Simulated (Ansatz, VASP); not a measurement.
Two plane-wave programs on Si2Ni

```
CELL_PARAMETERS angstrom
0.00000 2.72412 2.72412
2.72412 0.00000 2.72412
2.72412 2.72412 0.00000
ATOMIC_POSITIONS crystal
Si 0.25000 0.25000 0.25000
Si 0.75000 0.75000 0.75000
Ni 0.00000 0.00000 0.00000
```

Alike in both runs: functional PBE; k mesh 6 × 6 × 6; occupations gaussian, width 0.1 eV; no spin polarisation.

Ansatz relaxed the structure, and its values are those at the end. VASP's run is a single point on that final structure, the one shown.

|  | VASP | Ansatz |
| --- | --- | --- |
| version | VASP 6.6.1 | Ansatz 0.2.0 |
| potentials or method | VASP PAW PBE potentials, release 64 (Si, Ni), cutoff 600 eV | scalar-relativistic, plane waves, PAW |
| valence electrons in the cell | 18 | 26 |

```tsv
	VASP	Ansatz	Ansatz less VASP
gap on the k mesh at the Fermi level (eV)	none	none	-
pressure (GPa)	0.1	0.2	+0.10
```

A gap of «none» marks a metal or a gap that the smearing closes. VASP's potentials hold 18 valence electrons a cell and Ansatz's 26, so a difference there can come from the potentials and not from the codes.
